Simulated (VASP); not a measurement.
# SbPb (Fm-3m) in VASP: a series of runs, part 2 of 2

VASP 6.6.1.

### 3 Single point, LDA

This run uses another cell than the first one, of 29.83 Å³/atom.

File INCAR:

```
PREC = Accurate
ENCUT = 500
EDIFF = 1E-6
ISMEAR = 0
SIGMA = 0.15
LREAL = False
LASPH = True
NELM = 120
ALGO = Normal
ISIF = 2
LWAVE = False
LCHARG = True
LELF = True
LVHAR = True
NBANDS = 16
GGA_COMPAT = False
```

File KPOINTS:

```
Automatic mesh
0
Gamma
  12 12 12
```

File POSCAR:

```
SbPb
1.0
    0.0000000000      3.1014417525      3.1014417525
    3.1014417525      0.0000000000      3.1014417525
    3.1014417525      3.1014417525      0.0000000000
Sb Pb
1 1
Direct
    0.5000000000      0.5000000000      0.5000000000
    0.0000000000      0.0000000000      0.0000000000
```

Potentials or basis: VASP PAW LDA potentials, release 64 (Sb, Pb_d).

On the command line:

```sh
$ cat potpaw_LDA.64/Sb/POTCAR potpaw_LDA.64/Pb_d/POTCAR > POTCAR
$ mpirun -np 1 vasp_std > vasp.out
```

OUTCAR:

```text
PREC = Accurate
   ENCUT = 500
   EDIFF = 1E-6
   ISMEAR = 0
   LREAL = False
   LASPH = True
   NELM = 120
   ISIF = 2

 ion  position               nearest neighbor table
   1  0.500  0.500  0.500-   2 3.10   2 3.10   2 3.10   2 3.10   2 3.10   2 3.10
   2  0.000  0.000  0.000-   1 3.10   1 3.10   1 3.10   1 3.10   1 3.10   1 3.10

  LATTYP: Found a face centered cubic cell.
 ALAT       =     6.2028835050

  Lattice vectors:

 A1 = (   0.0000000000,   3.1014417525,   3.1014417525)
 A2 = (   3.1014417525,   0.0000000000,   3.1014417525)
 A3 = (   3.1014417525,   3.1014417525,   0.0000000000)

Analysis of symmetry for initial positions (statically):
=====================================================================
 Subroutine PRICEL returns:
 Original cell was already a primitive cell.

 Routine SETGRP: Setting up the symmetry group for a
 face centered cubic supercell.

 Subroutine GETGRP returns: Found 48 space group operations
 (whereof 48 operations were pure point group operations)
 out of a pool of 48 trial point group operations.

The static configuration has the point symmetry O_h .

Analysis of symmetry for dynamics (positions and initial velocities):
=====================================================================
 Subroutine PRICEL returns:
 Original cell was already a primitive cell.

 Routine SETGRP: Setting up the symmetry group for a
 face centered cubic supercell.

 Subroutine GETGRP returns: Found 48 space group operations
 (whereof 48 operations were pure point group operations)
 out of a pool of 48 trial point group operations.

The dynamic configuration has the point symmetry O_h .

 Subroutine INISYM returns: Found 48 space group operations
 (whereof 48 operations are pure point group operations),
 and found     1 'primitive' translations

[... 105 lines left out ...]
   NELECT =      19.0000    total number of electrons
   NUPDOWN=      -1.0000    fix difference up-down
   EMIN   =  10.00;   EMAX   =-10.00  energy-range for DOS
   EFERMI =   0.00;   METHOD = LEGACY
   ISMEAR =     0;   SIGMA  =   0.15  broadening in eV -4-tet -1-fermi 0-gaus
   EFERMI_NEDOS =   21; number of points for ismear=-14 and -15
   IALGO  =     38    algorithm
   IMIX   =      4    mixing-type and parameters
     AMIX     =   0.40;   BMIX     =  1.00
     AMIX_MAG =   1.60;   BMIX_MAG =  1.00
  volume/ion in A,a.u.               =      29.83       201.32
  Fermi-wavevector in a.u.,A,eV,Ry     =   1.117941  2.112603 17.004468  1.249793
  Thomas-Fermi vector in A             =   2.254568
   LORBIT       =      0    0 simple, 1 ext, 2 COOP (PROOUT), +10 PAW based schemes
   GGA     = CA    functional components
   LHFCALC =     F    Hartree Fock is set to
   AEXX    =    0.0000 exact exchange contribution
   IVDW    =     0    specifies the selected vdW correction
   LEPSILON=     F    determine dielectric tensor
   LRPA    =     F    only Hartree local field effects (RPA)
 non-spin polarized calculation
 Gauss-broadening in eV      SIGMA  =   0.15
  energy-cutoff  :      500.00
  volume of cell :       59.67
 maximum number of plane-waves:      1540
   NGX = 15   NGY = 15   NGZ = 15

 number of electron      18.9999995 magnetization

 Free energy of the ion-electron system (eV)
  ---------------------------------------------------
  ext. energy  EPLUGINS =         0.00000000
  ---------------------------------------------------
  free energy    TOTEN  =        -8.94246210 eV

  energy without entropy =       -8.92695831  energy(sigma->0) =       -8.93471021

 E-fermi :   6.8411     XC(G=0): -10.1073

 val. band max:        6.8378687320   @ k =   0.4167   0.1667   0.0833
 cond. band min:       6.8445577383   @ k =  -0.0833   0.0833   0.0000
 fundamental gap:      0.0066890063
 Fermi energy:         6.8410755848

 k-point     1 :       0.0000    0.0000    0.0000
  band No.  band energies     occupation
      1      -9.9314      2.00000
      2      -9.9314      2.00000
      3      -9.9013      2.00000
      4      -9.9013      2.00000
      5      -9.9013      2.00000
      6      -5.2229      2.00000
[... 433 lines left out ...]
      3      -9.8949      2.00000
      4      -9.8789      2.00000
      5      -9.8727      2.00000
      6      -2.5480      2.00000
[... 8 lines left out ...]
     15      15.2159      0.00000
     16      15.5168      0.00000

 [... further k-points ...]
[... 5 lines left out ...]
  --------------------------------------------------------------------------------------
  -------------------------------------------------------------------------------------
  Total        0.0287431      0.0287431      0.0287431      0.0000000      0.0000000      0.0000000
  in kB        0.7718325      0.7718325      0.7718325      0.0000000      0.0000000      0.0000000
  external PRESSURE =       0.7718325 kB  Pullay stress =       0.0000000 kB

 VOLUME and BASIS-vectors are now :
 -----------------------------------------------------------------------------
  energy-cutoff  :      500.00
  volume of cell :       59.67
      direct lattice vectors                 reciprocal lattice vectors
     0.000000000  3.101441752  3.101441752    -0.161215344  0.161215344  0.161215344
     3.101441752  0.000000000  3.101441752     0.161215344 -0.161215344  0.161215344
     3.101441752  3.101441752  0.000000000     0.161215344  0.161215344 -0.161215344

 POSITION                                       TOTAL-FORCE (eV/Angst)
 -----------------------------------------------------------------------------------
      3.10144      3.10144      3.10144        -0.000000      0.000000     -0.000000
      0.00000      0.00000      0.00000         0.000000      0.000000      0.000000
 -----------------------------------------------------------------------------------
    total drift:                                0.000000     -0.000000     -0.000000

  FREE ENERGIE OF THE ION-ELECTRON SYSTEM (eV)
  ---------------------------------------------------
  free  energy   TOTEN  =        -8.9424621040 eV

  energy  without entropy=       -8.9269583067  energy(sigma->0) =       -8.93471021
```

Wall time 35 s (1 thread of Intel Xeon 8259CL, shared host); peak memory 0.2 GiB.

Results:

* Free energy: -8.9425 eV
* Pressure: 0.1 GPa
* Band gap on the k mesh: zero (an odd number of electrons rules out a gap without spin polarisation)

Levels at points of the mesh, in eV from the Fermi level:
| k point | band 7 | band 8 | band 9 | band 10 | band 11 | band 12 | band 13 | band 14 |
| --- | --- | --- | --- | --- | --- | --- | --- | --- |
| (0.00, 0.00, 0.00) | -3.81 | -0.73 | -0.73 | -0.73 | 4.66 | 4.66 | 4.66 | 5.86 |
| (0.50, 0.00, 0.00) | -9.09 | 0.07 | 0.07 | 0.98 | 1.16 | 1.16 | 1.23 | 9.31 |
| (0.50, 0.50, 0.00) | -6.69 | -4.95 | -2.76 | -2.76 | 2.99 | 6.84 | 6.84 | 8.90 |

Caveat: spin-orbit coupling is left out, which moves the levels of the heavy elements; an odd number of electrons without spin polarisation forces a metal; a magnetic or distorted state may lie lower.

The gap in the log of VASP goes by the Fermi energy; the results here count the filled bands.